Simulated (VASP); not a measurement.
# IrO2: relaxation of cell and atoms with LDA

IrO2:

```xyz
6
Lattice="4.5288 0.0000 0.0000 0.0000 4.5288 0.0000 0.0000 0.0000 3.1798" Properties=species:S:1:pos:R:3 pbc="T T T"
Ir    0.0000    0.0000    0.0000
Ir    2.2644    2.2644    1.5899
O     1.3968    1.3968    0.0000
O     0.8677    3.6612    1.5899
O     3.1321    3.1321    0.0000
O     3.6612    0.8677    1.5899
```

* Program: VASP 6.6.1
* Task: relaxation of cell and atoms
* Functional: LDA
* Potentials or basis: VASP PAW LDA potentials, release 64 (Ir, O)
* Cutoff: 600 eV
* k mesh: 8 × 8 × 12
* Occupations: gaussian, width 0.1 eV
* Spin: no spin polarisation
* Dipole correction: no
* Further INCAR settings: ALGO = Normal; EDIFF = 1e-07; IBRION = 2; EDIFFG = -0.005; NSW = 70; ISIF = 3

The relaxed volume is 10.39 Å³/atom. The relaxed cell is a = 4.449 Å, b = 4.449 Å, c = 3.148 Å, α = 90.00°, β = 90.00°, γ = 90.00°, the space group after relaxing (to 0.1 Å) is P4_2/mnm (No. 136) and the energy gained by relaxing is 20.2 meV/atom. The ionic steps are 12, the pressure after relaxing is 0.0 GPa and the largest force after relaxing is 0.005 eV/Å. The band gap on the k mesh is zero (bands 21 and 22 overlap by 1.43 eV).

Forces in eV/Å, atoms in the order of the input:
```
Ir   0.000  0.000  0.000
Ir   0.000  0.000  0.000
O    0.003  0.003  0.000
O   -0.003  0.003  0.000
O   -0.003 -0.003  0.000
O    0.003 -0.003  0.000
```

The path:
```tsv
step	energy change (eV)	largest force (eV/Å)	pressure (GPa)	volume (Å³)
1	0.0000	0.0824	-13.00	65.22
2	0.4333	0.5330	35.78	57.24
3	-0.1166	0.0635	-0.59	62.56
4	-0.1167	0.0681	-0.20	62.49
5	-0.1167	0.0716	0.08	62.43
6	-0.1186	0.2130	0.44	62.21
7	-0.1202	0.0976	0.28	62.30
8	-0.1212	0.0262	-0.40	62.41
9	-0.1212	0.0240	-0.43	62.41
10	-0.1211	0.0419	0.42	62.24
11	-0.1213	0.0065	-0.03	62.33
12	-0.1213	0.0047	0.03	62.32
```

Final structure:
```yaml
crystal:
  lattice:
    - [4.44914, 0.00000, 0.00000]
    - [0.00000, 4.44914, 0.00000]
    - [0.00000, 0.00000, 3.14809]
  atoms:
    - { symbol: Ir, position: [0.00000, 0.00000, 0.00000] }
    - { symbol: Ir, position: [0.50000, 0.50000, 0.50000] }
    - { symbol: O, position: [0.30903, 0.30903, 0.00000] }
    - { symbol: O, position: [0.19097, 0.80903, 0.50000] }
    - { symbol: O, position: [0.69097, 0.69097, 0.00000] }
    - { symbol: O, position: [0.80903, 0.19097, 0.50000] }
```

Levels at points of the mesh, in eV from the Fermi level:
```csv
k point,band 18,band 19,band 20,band 21,band 22,band 23,band 24,band 25
"(0.00, 0.00, 0.00)",-2.56,-2.46,-2.40,-2.26,0.84,1.31,4.25,4.31
"(0.50, 0.00, 0.00)",-1.67,-1.36,-1.36,-0.32,-0.32,3.61,3.61,3.74
"(0.50, 0.50, 0.00)",-2.58,-2.52,-2.52,0.21,0.21,2.66,2.66,4.23
"(0.00, 0.00, 0.50)",-2.03,-0.70,-0.70,0.29,0.29,2.29,2.29,2.84
"(0.50, 0.00, 0.50)",-2.91,-1.87,-1.87,0.57,0.57,1.19,1.19,4.63
"(0.50, 0.50, 0.50)",-1.92,-1.29,-1.29,-0.52,-0.52,2.24,2.24,3.29
```

Run time: 24 min on 1 thread of Oxide Virtual Turin-like Processor (shared host), peak memory 0.27 GiB.

Caveat: spin-orbit coupling is left out, which moves the levels of the heavy elements. LDA usually gives volumes a few per cent too small.
